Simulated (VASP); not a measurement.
Wanted: the native input for a VASP 6.6.1 run.

* Task: single point
* Functional: r2SCAN
* Potentials or basis: VASP PAW PBE potentials, release 64 (Al, N)
* Cutoff: 520 eV
* k mesh: 10 × 10 × 10
* Occupations: gaussian, width 0.01 eV
* Spin: no spin polarisation
* Dipole correction: no
* Further INCAR settings: ALGO = Normal; EDIFF = 1e-07; NBANDS = 11

Crystal: AlN.

```
CELL_PARAMETERS angstrom
0.00000 2.18488 2.18488
2.18488 0.00000 2.18488
2.18488 2.18488 0.00000
ATOMIC_POSITIONS crystal
Al 0.00000 0.00000 0.00000
N 0.25000 0.25000 0.25000
```

These files were run (other wordings do the same):

POSCAR

```
AlN
1.0
    0.0000000000      2.1848764218      2.1848764218
    2.1848764218      0.0000000000      2.1848764218
    2.1848764218      2.1848764218      0.0000000000
Al N
1 1
Direct
    0.0000000000      0.0000000000      0.0000000000
    0.2500000000      0.2500000000      0.2500000000
```

INCAR.step1

```
SYSTEM = AlN
PREC     = Accurate       ! precision mode
ENCUT    = 520            ! plane-wave cutoff, eV
ISMEAR   = 0              ! smearing method
SIGMA    = 0.01           ! smearing width, eV
LREAL    = .False.        ! projectors in reciprocal space
LASPH    = .True.         ! aspherical terms in the spheres
NELM     = 80             ! most SCF steps
NBANDS   = 11             ! bands
GGA      = PE             ! functional
ALGO     = Normal         ! electronic algorithm
EDIFF    = 1E-4           ! SCF threshold, eV
LWAVE    = .True.         ! write WAVECAR
LCHARG   = .False.        ! write CHGCAR
```

INCAR.step2

```
SYSTEM = AlN
PREC     = Accurate       ! precision mode
ENCUT    = 520            ! plane-wave cutoff, eV
EDIFF    = 1E-7           ! SCF threshold, eV
ISMEAR   = 0              ! smearing method
SIGMA    = 0.01           ! smearing width, eV
LREAL    = .False.        ! projectors in reciprocal space
LASPH    = .True.         ! aspherical terms in the spheres
NELM     = 80             ! most SCF steps
ALGO     = Normal         ! electronic algorithm
ISIF     = 2              ! what is computed and relaxed
LWAVE    = .False.        ! write WAVECAR
LCHARG   = .False.        ! write CHGCAR
METAGGA  = R2SCAN         ! meta-GGA
LMIXTAU  = .True.       
NBANDS   = 11             ! bands
ISTART   = 1
```

KPOINTS

```
regular mesh
0
Gamma
  10 10 10
  0 0 0
```

Potentials or basis: VASP PAW PBE potentials, release 64 (Al, N).

Run with:

```bash
$ cat potpaw_PBE.64/Al/POTCAR potpaw_PBE.64/N/POTCAR > POTCAR
$ cp INCAR.step1 INCAR
$ mpirun -np 1 vasp_std > vasp.out
$ cp INCAR.step2 INCAR
$ mpirun -np 1 vasp_std > vasp.out
```

Results of the run:

- Pressure: -0.4 GPa
- Band gap on the k mesh: 3.93 eV (least direct gap 4.88 eV)

Caveat: the structure was generated, so it needn't be the stable form of AlN; the PAW data sets were made with another functional, which shifts forces and pressure a little.

It took 43 s on 1 thread of Intel Xeon 8259CL, on a shared host, peak memory 0.14 GiB.
